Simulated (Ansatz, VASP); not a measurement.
# One calculation of TaMo3, two programs

```
Ta Mo
1.0
     4.50490    0.00000    0.00000
     0.00000    4.50490    0.00000
     0.00000    0.00000    3.21366
Ta Mo
1 3
Direct
  0.50000 0.50000 0.00000
  0.00000 0.00000 0.00000
  0.50000 0.00000 0.50000
  0.00000 0.50000 0.50000
```

Change from the starting cell: the structure that the rattled cell fell into.

Alike in both runs: functional PBE; k mesh 4 × 4 × 6; occupations gaussian, width 0.1 eV; no spin polarisation.

Ansatz relaxed the structure, and its values are those at the end. VASP's run is a single point on that final structure, the one shown.

|  | VASP | Ansatz |
| --- | --- | --- |
| version | VASP 6.6.1 | Ansatz 0.2.0 |
| potentials or method | VASP PAW PBE potentials, release 64 (Ta_pv, Mo_sv), cutoff 520 eV | scalar-relativistic, plane waves, PAW |
| valence electrons in the cell | 53 | 55 |

VASP gave:

| Item | Value |
| --- | --- |
| gap on the k mesh at the Fermi level (eV) | none |
| pressure (GPa) | 0.4 |

**Question.** What did Ansatz give for the same quantities?

**Answer.** gap on the k mesh at the Fermi level (eV): none; pressure (GPa): -0.1.

A gap of «none» marks a metal or a gap that the smearing closes. With one functional, cell and mesh, what is left measures potentials, basis and numerics. VASP's potentials hold 53 valence electrons a cell and Ansatz's 55, so a difference there can come from the potentials and not from the codes.

Spin-orbit coupling is off throughout.
